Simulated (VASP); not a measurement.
# N (P-1) in VASP: notebook, part 2 of 2

VASP 6.6.1. Earlier steps stand in the parts before.

### Step 3. Single point, LDA (the part above a cut slid along it)

Input file INCAR:

```
SYSTEM = N
PREC     = Accurate       ! precision mode
ENCUT    = 520            ! plane-wave cutoff, eV
EDIFF    = 1E-7           ! SCF threshold, eV
ISMEAR   = 0              ! smearing method
SIGMA    = 0.05           ! smearing width, eV
LREAL    = .False.        ! projectors in reciprocal space
LASPH    = .True.         ! aspherical terms in the spheres
NELM     = 60             ! most SCF steps
ALGO     = Normal         ! electronic algorithm
ISIF     = 2              ! what is computed and relaxed
LWAVE    = .False.        ! write WAVECAR
LCHARG   = .False.        ! write CHGCAR
GGA      = CA             ! functional
NBANDS   = 30             ! bands
```

Input file KPOINTS:

```
Automatic mesh
0
Gamma
  7 7 2
  0 0 0
```

Input file POSCAR:

```
N
1.0
   -3.5269202438      0.0000000000      0.0000000000
   -1.7634601219     -3.0544025283      0.0000000000
   -0.2939100203      0.5090670880     14.3505029787
N
8
Direct
    0.1882603756      0.4784062910      0.8704377462
    0.2675288108      0.3991378559      0.3948271353
    0.2009667680      0.4656998987      0.7941993922
    0.2802352031      0.3864314635      0.3185887812
    0.6404963617      0.6928369716      0.1570218298
    0.5612279265      0.7721054068      0.6326324407
    0.6532027540      0.6801305793      0.0807834757
    0.5739343189      0.7593990144      0.5563940867
```

Potentials or basis: VASP PAW LDA potentials, release 64 (N).

Started as:

```
$ cat potpaw_LDA.64/N/POTCAR > POTCAR
$ mpirun -np 1 vasp_std > vasp.out
```

OUTCAR:

```text
SYSTEM = N
   PREC = Accurate
   ENCUT = 520
   EDIFF = 1E-7
   ISMEAR = 0
   LREAL = .False.
   LASPH = .True.
   NELM = 60
   ISIF = 2
   GGA = CA

 ion  position               nearest neighbor table
   1  0.188  0.478  0.870-   3 1.09
   2  0.268  0.399  0.395-   4 1.09
   3  0.201  0.466  0.794-   1 1.09
   4  0.280  0.386  0.319-   2 1.09
   5  0.640  0.693  0.157-   7 1.09
   6  0.561  0.772  0.633-   8 1.09
   7  0.653  0.680  0.081-   5 1.09
   8  0.574  0.759  0.556-   6 1.09

  LATTYP: Found a base centered monoclinic cell.
 ALAT       =     3.5269202438
 B/A-ratio  =     1.7320508076
 C/A-ratio  =     4.0722602085
 COS(beta)  =    -0.0409273126

  Lattice vectors:

 A1 = (  -1.7634601219,  -3.0544025283,   0.0000000000)
 A2 = (   3.5269202438,   0.0000000000,   0.0000000000)
 A3 = (  -0.2939100203,   0.5090670880,  14.3505029787)

Analysis of symmetry for initial positions (statically):
=====================================================================
[... 191 lines left out ...]
 fundamental gap:      6.5075784370
 Fermi energy:        -5.4498564763

 k-point     1 :       0.0000    0.0000    0.0000
  band No.  band energies     occupation
      1     -24.5550      2.00000
      2     -24.5365      2.00000
      3     -24.5228      2.00000
      4     -24.5094      2.00000
      5     -10.2055      2.00000
      6      -9.8188      2.00000
[... 781 lines left out ...]
     29       6.4574      0.00000
     30       6.9718      0.00000

 [... further k-points ...]

------------------------ aborting loop because EDIFF is reached ----------------------------------------

  FORCE on cell =-STRESS in cart. coord.  units (eV):
  Direction    XX          YY          ZZ          XY          YZ          ZX
  --------------------------------------------------------------------------------------
  -------------------------------------------------------------------------------------
  Total       -0.2143282     -0.2239210      6.4208185     -0.0031525     -0.0058877      0.0144724
  in kB       -2.2212673     -2.3206858     66.5444659     -0.0326722     -0.0610197      0.1499902
  external PRESSURE =      20.6675042 kB  Pullay stress =       0.0000000 kB

 VOLUME and BASIS-vectors are now :
 -----------------------------------------------------------------------------
  energy-cutoff  :      520.00
  volume of cell :      154.59
      direct lattice vectors                 reciprocal lattice vectors
    -3.526920244  0.000000000  0.000000000    -0.283533488  0.163698136 -0.011613995
    -1.763460122 -3.054402528  0.000000000     0.000000000 -0.327396272  0.011613995
    -0.293910020  0.509067088 14.350502979     0.000000000  0.000000000  0.069683969

 POSITION                                       TOTAL-FORCE (eV/Angst)
 -----------------------------------------------------------------------------------
     -1.76346     -1.01813     12.49122        -0.011878      0.005658      1.545656
     -1.76346     -1.01813      5.66597        -0.000010     -0.000037      1.531610
     -1.76346     -1.01813     11.39716         0.003977     -0.002062     -1.512662
     -1.76346     -1.01813      4.57191        -0.000048      0.000091     -1.532857
     -3.52692     -2.03627      2.25334        -0.003977      0.002062      1.512662
     -3.52692     -2.03627      9.07859         0.000048     -0.000091      1.532857
     -3.52692     -2.03627      1.15928         0.011878     -0.005658     -1.545656
     -3.52692     -2.03627      7.98453         0.000010      0.000037     -1.531610
 -----------------------------------------------------------------------------------
    total drift:                                0.000003      0.000003      0.000025

  FREE ENERGIE OF THE ION-ELECTRON SYSTEM (eV)
  ---------------------------------------------------
  free  energy   TOTEN  =       -70.3126921220 eV

  energy  without entropy=      -70.3126921220  energy(sigma->0) =      -70.31269212
```

OSZICAR:

```text
N       E                     dE             d eps       ncg     rms          rms(c)
DAV:   1     0.241266792880E+03    0.24127E+03   -0.19240E+04  3000   0.115E+03
DAV:   2    -0.528323362414E+02   -0.29410E+03   -0.28329E+03  4030   0.265E+02
DAV:   3    -0.740611850942E+02   -0.21229E+02   -0.21024E+02  3432   0.775E+01
DAV:   4    -0.742816393623E+02   -0.22045E+00   -0.22008E+00  3714   0.895E+00
DAV:   5    -0.742836775169E+02   -0.20382E-02   -0.20377E-02  3708   0.816E-01    0.161E+01
DAV:   6    -0.710861928380E+02    0.31975E+01   -0.43898E+00  3060   0.112E+01    0.910E+00
DAV:   7    -0.703458496302E+02    0.74034E+00   -0.27969E+00  3804   0.914E+00    0.226E+00
DAV:   8    -0.703130154942E+02    0.32834E-01   -0.26051E-01  3414   0.258E+00    0.410E-01
DAV:   9    -0.703127652137E+02    0.25028E-03   -0.70166E-03  3498   0.458E-01    0.195E-01
DAV:  10    -0.703127137239E+02    0.51490E-04   -0.91482E-04  3720   0.178E-01    0.585E-02
DAV:  11    -0.703126969662E+02    0.16758E-04   -0.83393E-05  3898   0.628E-02    0.195E-02
DAV:  12    -0.703126903385E+02    0.66277E-05   -0.26872E-05  3542   0.308E-02    0.111E-02
DAV:  13    -0.703126914924E+02   -0.11539E-05   -0.20632E-06  3928   0.897E-03    0.546E-03
DAV:  14    -0.703126921058E+02   -0.61349E-06   -0.34974E-07  3812   0.430E-03    0.198E-03
DAV:  15    -0.703126921220E+02   -0.16141E-07   -0.52075E-08  2364   0.226E-03
   1 F= -.70312692E+02 E0= -.70312692E+02  d E =-.348439E-15
```

Run time: 2.1 min. Hardware: 1 thread of Intel Xeon 6975P-C (Granite Rapids), shared host; peak memory 0.3 GiB.

Results:

```
Free energy            : -70.3127 eV
Pressure               : 2.1 GPa
Largest force          : 1.546 eV/Å
Band gap on the k mesh : 6.51 eV (least direct gap 6.66 eV)
```

Forces in eV/Å, atoms in the order of the input:
```
N   -0.012  0.006  1.546
N    0.000  0.000  1.532
N    0.004 -0.002 -1.513
N    0.000  0.000 -1.533
N   -0.004  0.002  1.513
N    0.000  0.000  1.533
N    0.012 -0.006 -1.546
N    0.000  0.000 -1.532
```

Caveat: the cell differs from its parent crystal (the part above a cut slid along it); the standard files for N, O and F lose accuracy on very short bonds; the stress differs along the axes, from -0 to 7 GPa; forces of over 1 eV/Å act on the atoms, so gaps and moduli don't describe the material at rest. A k mesh can miss the band edges.

### Step 4. Single point, LDA (the part above a cut slid along it)

Input file INCAR:

```
PREC = Accurate
ENCUT = 520
EDIFF = 1E-7
ISMEAR = 0
SIGMA = 0.05
LREAL = False
LASPH = True
NELM = 80
ALGO = Normal
ISIF = 2
LWAVE = False
LCHARG = False
GGA = CA
NBANDS = 30
```

Input file KPOINTS:

```
regular mesh
0
Gamma
  7 7 2
```

Input file POSCAR:

```
N
1.0
   -3.5269202438      0.0000000000      0.0000000000
   -1.7634601219     -3.0544025283      0.0000000000
   -0.5878200406      1.0181341761     14.3505029787
N
8
Direct
    0.0431874179      0.6234792487      0.8704377462
    0.2017242882      0.4649423784      0.3948271353
    0.0686002026      0.5980664641      0.7941993922
    0.2271370729      0.4395295937      0.3185887812
    0.6143260567      0.7190072766      0.1570218298
    0.4557891864      0.8775441469      0.6326324407
    0.6397388414      0.6935944919      0.0807834757
    0.4812019711      0.8521313622      0.5563940867
```

Started as:

```
$ cat potpaw_LDA.64/N/POTCAR > POTCAR
$ mpirun -np 1 vasp_std > vasp.out
```

Run time: 2.7 min. Hardware: 1 thread of Intel Xeon 6975P-C (Granite Rapids), shared host; peak memory 0.3 GiB.

It converged, with:

* Free energy: -70.3074 eV
* Pressure: 2.1 GPa
* Largest force: 1.533 eV/Å
* Band gap on the k mesh: 6.50 eV (least direct gap 6.63 eV)

Forces on the atoms (eV/Å):
```
N   -0.028  0.000  1.528
N    0.000  0.000  1.532
N    0.009  0.000 -1.519
N    0.000  0.000 -1.533
N   -0.009  0.000  1.519
N    0.000  0.000  1.533
N    0.028  0.000 -1.528
N    0.000  0.000 -1.532
```

Stress tensor (GPa, compression positive):
```
-0.21  0.00  0.04
 0.00 -0.23  0.00
 0.04  0.00  6.74
```

Levels at points of the mesh, in eV from the valence-band top:
```csv
k point,band 18,band 19,band 20,band 21,band 22,band 23
"(0.00, 0.00, 0.00)",-0.91,-0.61,-0.01,7.98,8.00,8.10
"(0.00, 0.00, 0.50)",-1.27,-0.35,-0.10,7.98,8.00,8.10
```

Caveat: the cell differs from its parent crystal (the part above a cut slid along it); the standard files for N, O and F lose accuracy on very short bonds; the stress differs along the axes, from -0 to 7 GPa; forces of over 1 eV/Å act on the atoms, so gaps and moduli don't describe the material at rest. A k mesh can miss the band edges.

### Step 5. Overview

```tsv
cell	gap on the mesh (eV)	pressure (GPa)	largest force (eV/Å)
a = 3.527, b = 3.527, c = 13.954 Å, angles 90.6, 89.4, 60.0°, 8 atoms	6.43	2.1	1.55
a = 3.527, b = 3.527, c = 14.363 Å, angles 91.2, 88.8, 60.0°, 8 atoms	6.51	2.1	1.55
a = 3.527, b = 3.527, c = 14.399 Å, angles 92.3, 87.7, 60.0°, 8 atoms	6.50	2.1	1.53
```

Alike in all rows: task single point; level LDA; potentials or basis VASP PAW LDA potentials, release 64 (N); no spin polarisation; k mesh 7 × 7 × 2; cutoff (eV) 520; smearing gaussian 0.05 eV.

Caveats: the standard files for N, O and F lose accuracy on very short bonds; the stress differs along the axes, from -0 to 7 GPa; forces of over 1 eV/Å act on the atoms, so gaps and moduli don't describe the material at rest.

Absolute energies hang on the potentials; compare differences alone.
